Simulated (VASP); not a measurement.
# Be2ZnSe3 (P3m1) in VASP: notebook, part 2 of 2

VASP 6.6.1. The steps go on from the part before.

### 4 Relaxation of cell and atoms, PBE

INCAR reads:

```
ALGO     = Normal         # electronic algorithm
EDIFF    = 1E-6           # SCF threshold, eV
EDIFFG   = -0.04          # ionic threshold
ENCUT    = 600            # plane-wave cutoff, eV
GGA      = PE             # functional
IBRION   = 2              # ionic algorithm
ISIF     = 3              # what is computed and relaxed
ISMEAR   = 0              # smearing method
LASPH    = T              # aspherical terms in the spheres
LCHARG   = F              # write CHGCAR
LREAL    = F              # projectors in reciprocal space
LWAVE    = F              # write WAVECAR
NELM     = 80             # most SCF steps
NSW      = 90             # ionic steps
PREC     = Accurate       # precision mode
SIGMA    = 0.1            # smearing width, eV
```

KPOINTS reads:

```
k-points
0
Gamma
  6 6 2
```

POSCAR reads:

```
Be2ZnSe3
1.0
    3.7727717700      0.0000000000      0.0000000000
   -1.8863858900      3.2673162000      0.0000000000
    0.0000000000      0.0000000000      9.2413657600
Be Zn Se
2 1 3
Direct
    0.6666666700      0.3333333300      0.3333333300
    0.3333333300      0.6666666700      0.6666666700
    0.0000000000      0.0000000000      0.0000000000
    0.6666666700      0.3333333300      0.0833333300
    0.3333333300      0.6666666700      0.4166666700
    0.0000000000      0.0000000000      0.7500000000
```

Potentials or basis: VASP PAW PBE potentials, release 64 (Be, Zn, Se).

On the command line:

```bash
$ cat potpaw_PBE.64/Be/POTCAR potpaw_PBE.64/Zn/POTCAR potpaw_PBE.64/Se/POTCAR > POTCAR
$ mpirun -np 1 vasp_std > vasp.out
```

OUTCAR:

```text
EDIFF = 1E-6
   EDIFFG = -0.04
   ENCUT = 600
   GGA = PE
   IBRION = 2
   ISIF = 3
   ISMEAR = 0
   LASPH = T
   LREAL = F
   NELM = 80
   NSW = 90
   PREC = Accurate

 ion  position               nearest neighbor table
   1  0.667  0.333  0.333-   5 2.31   4 2.31   5 2.31   5 2.31
   2  0.333  0.667  0.667-   6 2.31   6 2.31   5 2.31   6 2.31
   3  0.000  0.000  0.000-   4 2.31   4 2.31   6 2.31   4 2.31
   4  0.667  0.333  0.083-   3 2.31   3 2.31   1 2.31   3 2.31
   5  0.333  0.667  0.417-   1 2.31   2 2.31   1 2.31   1 2.31
   6  0.000  0.000  0.750-   2 2.31   2 2.31   3 2.31   2 2.31

  LATTYP: Found a hexagonal cell.
 ALAT       =     3.7727717700
 C/A-ratio  =     2.4494897448

  Lattice vectors:

 A1 = (   3.7727717700,   0.0000000000,   0.0000000000)
 A2 = (  -1.8863858900,   3.2673162000,   0.0000000000)
 A3 = (   0.0000000000,   0.0000000000,   9.2413657600)

Analysis of symmetry for initial positions (statically):
=====================================================================
 Subroutine PRICEL returns:
 Original cell was already a primitive cell.

 Routine SETGRP: Setting up the symmetry group for a
 hexagonal supercell.

[... 151 lines left out ...]
 maximum number of plane-waves:      3836
   NGX = 15   NGY = 15   NGZ = 37

--------------------------------------- Ionic step        1  -------------------------------------------

 number of electron      34.0000006 magnetization

 Free energy of the ion-electron system (eV)
  ---------------------------------------------------
  ext. energy  EPLUGINS =         0.00000000
  ---------------------------------------------------
  free energy    TOTEN  =       -23.14929958 eV

  energy without entropy =      -23.14929958  energy(sigma->0) =      -23.14929958

------------------------ aborting loop because EDIFF is reached ----------------------------------------

  FORCE on cell =-STRESS in cart. coord.  units (eV):
  Direction    XX          YY          ZZ          XY          YZ          ZX
  --------------------------------------------------------------------------------------
  -------------------------------------------------------------------------------------
  Total        2.2162557      2.2162557      2.0837658     -0.0000000      0.0000000     -0.0000000
  in kB       31.1704155     31.1704156     29.3070181     -0.0000000      0.0000000     -0.0000000
  external PRESSURE =      30.5492831 kB  Pullay stress =       0.0000000 kB
[... 307 lines left out ...]
--------------------------------------- Ionic step        9  -------------------------------------------

 number of electron      34.0000010 magnetization

 Free energy of the ion-electron system (eV)
  ---------------------------------------------------
  ext. energy  EPLUGINS =         0.00000000
  ---------------------------------------------------
  free energy    TOTEN  =       -23.48609532 eV

  energy without entropy =      -23.48609532  energy(sigma->0) =      -23.48609532

 E-fermi :   3.1931     XC(G=0):  -9.2896

 val. band max:        2.7573513007   @ k =   0.0000   0.0000   0.0000
 cond. band min:       5.1272375368   @ k =   0.5000   0.0000   0.0000
 fundamental gap:      2.3698862361
 Fermi energy:         3.1931150125

 k-point     1 :       0.0000    0.0000    0.0000
  band No.  band energies     occupation
      1     -10.9863      2.00000
      2     -10.3119      2.00000
      3     -10.1012      2.00000
      4      -3.9009      2.00000
      5      -3.8820      2.00000
      6      -3.8820      2.00000
[... 358 lines left out ...]
  FREE ENERGIE OF THE ION-ELECTRON SYSTEM (eV)
  ---------------------------------------------------
  free  energy   TOTEN  =       -23.4860953218 eV

  energy  without entropy=      -23.4860953218  energy(sigma->0) =      -23.48609532

 reached required accuracy - stopping structural energy minimisation
```

OSZICAR:

```text
N       E                     dE             d eps       ncg     rms          rms(c)
DAV:   1     0.226618108630E+03    0.22662E+03   -0.16273E+04   588   0.174E+03
DAV:   2     0.285458402302E+01   -0.22376E+03   -0.21554E+03   624   0.343E+02
DAV:   3    -0.229243594851E+02   -0.25779E+02   -0.25479E+02   735   0.115E+02
[... 79 lines left out ...]
DAV:   3    -0.234862604554E+02    0.51812E-03   -0.13112E-03   678   0.269E-01    0.923E-02
DAV:   4    -0.234861107525E+02    0.14970E-03   -0.22186E-04   713   0.912E-02    0.375E-02
DAV:   5    -0.234860950927E+02    0.15660E-04   -0.27473E-05   805   0.113E-01    0.103E-02
DAV:   6    -0.234860951075E+02   -0.14805E-07   -0.12001E-05   678   0.490E-02    0.421E-03
DAV:   7    -0.234860953218E+02   -0.21430E-06   -0.69519E-07   394   0.140E-02
   9 F= -.23486095E+02 E0= -.23486095E+02  d E =-.478948E-03
```

CONTCAR:

```text
Be2ZnSe3
   1.00000000000000
     3.7986186134733111   -0.0000000000328153   -0.0000000000000000
    -1.8993093117993289    3.2897002231539041   -0.0000000000000000
    -0.0000000000000000    0.0000000000000000    9.3406034288634867
  Be              Zn              Se
     2     1     3
Direct
     0.6666666699999979    0.3333333300000021    0.3420022532134612
     0.3333333300000021    0.6666666699999979    0.6575006285173906
     1.0000000000000000    0.0000000000000000    0.9965004772168506
     0.6666666699999979    0.3333333300000021    0.1035259042148578
     0.3333333300000021    0.6666666699999979    0.4175104064845644
     0.0000000000000000    0.0000000000000000    0.7329603303528758

  0.00000000E+00  0.00000000E+00  0.00000000E+00
  0.00000000E+00  0.00000000E+00  0.00000000E+00
  0.00000000E+00  0.00000000E+00  0.00000000E+00
  0.00000000E+00  0.00000000E+00  0.00000000E+00
  0.00000000E+00  0.00000000E+00  0.00000000E+00
  0.00000000E+00  0.00000000E+00  0.00000000E+00
```

Wall time 6.6 min (1 thread of Intel Xeon 8259CL, shared host); peak memory 0.29 GiB.

What came out:

```
Free energy                           : -23.4861 eV
Relaxed volume                        : 19.45 Å³/atom
Relaxed cell                          : a = 3.799 Å, b = 3.799 Å, c = 9.341 Å, α = 90.00°, β = 90.00°, γ = 120.00°
Space group after relaxing (to 0.1 Å) : P3m1 (No. 156)
Energy gained by relaxing             : 56.1 meV/atom
Ionic steps                           : 9
Pressure after relaxing               : -0.1 GPa
Largest force after relaxing          : 0.011 eV/Å
Band gap on the k mesh                : 2.37 eV (least direct gap 2.51 eV)
```

Forces in eV/Å, atoms in the order of the input:
```
Be   0.000  0.000 -0.010
Be   0.000  0.000  0.002
Zn   0.000  0.000  0.009
Se   0.000  0.000 -0.009
Se   0.000  0.000  0.011
Se   0.000  0.000 -0.003
```

Stress tensor (GPa, compression positive):
```
-0.16  0.00  0.00
 0.00 -0.16  0.00
 0.00  0.00 -0.03
```

The path:
| step | energy change (eV) | largest force (eV/Å) | pressure (GPa) | volume (Å³) |
| --- | --- | --- | --- | --- |
| 1 | 0.0000 | 1.8668 | 3.05 | 113.92 |
| 2 | -0.2380 | 0.7043 | -1.44 | 119.99 |
| 3 | -0.2410 | 0.5642 | -1.88 | 120.78 |
| 4 | -0.3024 | 0.4344 | -0.46 | 117.77 |
| 5 | -0.3128 | 0.5032 | 0.45 | 116.03 |
| 6 | -0.3327 | 0.1661 | 0.25 | 116.14 |
| 7 | -0.3363 | 0.0637 | 0.18 | 116.21 |
| 8 | -0.3363 | 0.0643 | 0.19 | 116.22 |
| 9 | -0.3368 | 0.0111 | -0.12 | 116.72 |

Final structure:
```
CELL_PARAMETERS angstrom
3.79862 0.00000 0.00000
-1.89931 3.28970 0.00000
0.00000 0.00000 9.34060
ATOMIC_POSITIONS crystal
Be 0.66667 0.33333 0.34200
Be 0.33333 0.66667 0.65750
Zn 0.00000 0.00000 0.99650
Se 0.66667 0.33333 0.10353
Se 0.33333 0.66667 0.41751
Se 0.00000 0.00000 0.73296
```

Levels at points of the mesh, in eV from the valence-band top:
| k point | band 13 | band 14 | band 15 | band 16 | band 17 | band 18 | band 19 | band 20 | band 21 |
| --- | --- | --- | --- | --- | --- | --- | --- | --- | --- |
| (0.00, 0.00, 0.00) | -1.04 | -1.04 | -0.42 | 0.00 | 0.00 | 2.51 | 3.34 | 3.46 | 4.66 |
| (0.50, 0.00, 0.00) | -2.74 | -2.49 | -2.30 | -1.94 | -1.23 | 2.37 | 3.48 | 3.90 | 4.16 |
| (0.00, 0.00, 0.50) | -1.52 | -0.92 | -0.92 | -0.09 | -0.09 | 3.26 | 3.39 | 3.57 | 4.86 |
| (0.50, 0.00, 0.50) | -3.22 | -2.74 | -2.23 | -1.32 | -1.02 | 2.90 | 3.05 | 3.48 | 4.59 |

### 5 Single point, PBE

This run uses another cell than the first one, of 19.37 Å³/atom.

INCAR reads:

```
SYSTEM = Be2ZnSe3
  ALGO = Normal
  EDIFF = 1E-6
  ENCUT = 520
  GGA = PE
  ISIF = 2
  ISMEAR = 0
  LASPH = .True.
  LCHARG = .True.
  LELF = .True.
  LREAL = .False.
  LVHAR = .True.
  LWAVE = .False.
  NBANDS = 26
  NELM = 80
  PREC = Accurate
  SIGMA = 0.02
```

KPOINTS reads:

```
k-points
0
Gamma
  12 12 4
  0 0 0
```

POSCAR reads:

```
Be2ZnSe3
1.0
    3.7899660878      0.0000000000      0.0000000000
   -1.8949830439      3.2822069115      0.0000000000
    0.0000000000      0.0000000000      9.3406571091
Be Zn Se
2 1 3
Direct
    0.6666666667      0.3333333333      0.3417775604
    0.3333333333      0.6666666667      0.6575700365
    0.0000000000      0.0000000000      0.9964422353
    0.6666666667      0.3333333333      0.1033782840
    0.3333333333      0.6666666667      0.4176664814
    0.0000000000      0.0000000000      0.7331654025
```

On the command line:

```bash
$ cat potpaw_PBE.64/Be/POTCAR potpaw_PBE.64/Zn/POTCAR potpaw_PBE.64/Se/POTCAR > POTCAR
$ mpirun -np 1 vasp_std > vasp.out
```

Wall time 4.4 min (1 thread of Intel Xeon 8259CL, shared host); peak memory 0.35 GiB.

It converged, with:

* Free energy: -23.4938 eV
* Pressure: 0.2 GPa
* Largest force: 0.020 eV/Å
* Band gap on the k mesh: 2.36 eV (least direct gap 2.52 eV)

Forces in eV/Å, atoms in the order of the input:
```
Be   0.000  0.000  0.000
Be   0.000  0.000  0.002
Zn   0.000  0.000 -0.011
Se   0.000  0.000  0.020
Se   0.000  0.000 -0.001
Se   0.000  0.000 -0.011
```

Levels at points of the mesh, in eV from the valence-band top:
| k point | band 15 | band 16 | band 17 | band 18 | band 19 | band 20 |
| --- | --- | --- | --- | --- | --- | --- |
| (0.00, 0.00, 0.00) | -0.43 | 0.00 | 0.00 | 2.52 | 3.37 | 3.48 |
| (0.50, 0.00, 0.00) | -2.32 | -1.95 | -1.25 | 2.36 | 3.48 | 3.90 |
| (0.00, 0.00, 0.50) | -0.93 | -0.09 | -0.09 | 3.28 | 3.41 | 3.59 |
| (0.50, 0.00, 0.50) | -2.24 | -1.34 | -1.03 | 2.90 | 3.05 | 3.47 |

A k mesh can miss the band edges.

### 6 Single point, PBE

This run uses another cell than the first one, of 19.37 Å³/atom.

INCAR reads:

```
PREC = Accurate
ENCUT = 520
EDIFF = 1E-6
ISMEAR = 0
SIGMA = 0.02
LREAL = F
LASPH = T
NELM = 80
ALGO = Normal
ISIF = 2
LWAVE = F
LCHARG = F
GGA = PE
NBANDS = 26
```

KPOINTS reads:

```
Automatic mesh
0
Gamma
  12 12 4
```

POSCAR is that of step 5.

Potentials or basis: VASP PAW PBE potentials, release 64 (Be, Zn, Se).

On the command line:

```bash
$ cat potpaw_PBE.64/Be/POTCAR potpaw_PBE.64/Zn/POTCAR potpaw_PBE.64/Se/POTCAR > POTCAR
$ mpirun -np 1 vasp_std > vasp.out
```

It took 5.2 min on 1 thread of Intel Xeon 8259CL, shared host; peak memory 0.35 GiB.

It converged, with:

```
Free energy            : -23.4938 eV
Pressure               : 0.2 GPa
Largest force          : 0.020 eV/Å
Band gap on the k mesh : 2.36 eV (least direct gap 2.52 eV)
```

Forces on the atoms (eV/Å):
```
Be   0.000  0.000  0.000
Be   0.000  0.000  0.002
Zn   0.000  0.000 -0.011
Se   0.000  0.000  0.020
Se   0.000  0.000 -0.001
Se   0.000  0.000 -0.011
```

Levels at points of the mesh, in eV from the valence-band top:
| k point | band 13 | band 14 | band 15 | band 16 | band 17 | band 18 | band 19 | band 20 | band 21 | band 22 |
| --- | --- | --- | --- | --- | --- | --- | --- | --- | --- | --- |
| (0.00, 0.00, 0.00) | -1.04 | -1.04 | -0.43 | 0.00 | 0.00 | 2.52 | 3.37 | 3.48 | 4.66 | 4.66 |
| (0.50, 0.00, 0.00) | -2.77 | -2.52 | -2.32 | -1.95 | -1.25 | 2.36 | 3.48 | 3.90 | 4.17 | 5.55 |
| (0.00, 0.00, 0.50) | -1.52 | -0.93 | -0.93 | -0.09 | -0.09 | 3.28 | 3.41 | 3.59 | 4.87 | 4.87 |
| (0.50, 0.00, 0.50) | -3.24 | -2.75 | -2.24 | -1.34 | -1.03 | 2.90 | 3.05 | 3.47 | 4.58 | 5.11 |

A k mesh can miss the band edges.

### 7 Overview

| task | cell | k mesh | cutoff (eV) | smearing | gap on the mesh (eV) | pressure (GPa) | largest force (eV/Å) |
| --- | --- | --- | --- | --- | --- | --- | --- |
| single point | a = 3.773, b = 3.773, c = 9.241 Å, angles 90.0, 90.0, 120.0°, 6 atoms, atomic positions A | 6 × 6 × 2 | 520 | gaussian 0.1 eV | 2.55 | 3.1 | 1.87 |
| single point | a = 3.791, b = 3.791, c = 9.339 Å, angles 90.0, 90.0, 120.0°, 6 atoms, atomic positions B | 6 × 6 × 2 | 520 | gaussian 0.1 eV | 2.36 | 0.2 | 0.03 |
| relaxation of cell and atoms | relaxed from a = 3.773, b = 3.773, c = 9.241 Å, angles 90.0, 90.0, 120.0°, 6 atoms, atomic positions A | 6 × 6 × 2 | 600 | gaussian 0.1 eV | 2.37 | -0.1 | 0.01 |
| single point | a = 3.790, b = 3.790, c = 9.341 Å, angles 90.0, 90.0, 120.0°, 6 atoms, atomic positions C | 12 × 12 × 4 | 520 | gaussian 0.02 eV | 2.36 | 0.2 | 0.02 |

Alike in all rows: level PBE; potentials or basis VASP PAW PBE potentials, release 64 (Be, Zn, Se); no spin polarisation.

Caveats: the cell stands under pressure (at least some runs); forces of over 1 eV/Å act on the atoms, so gaps and moduli don't describe the material at rest (at least some runs).

Total energies depend on the potentials used, so only differences within one code and one set of settings carry meaning.
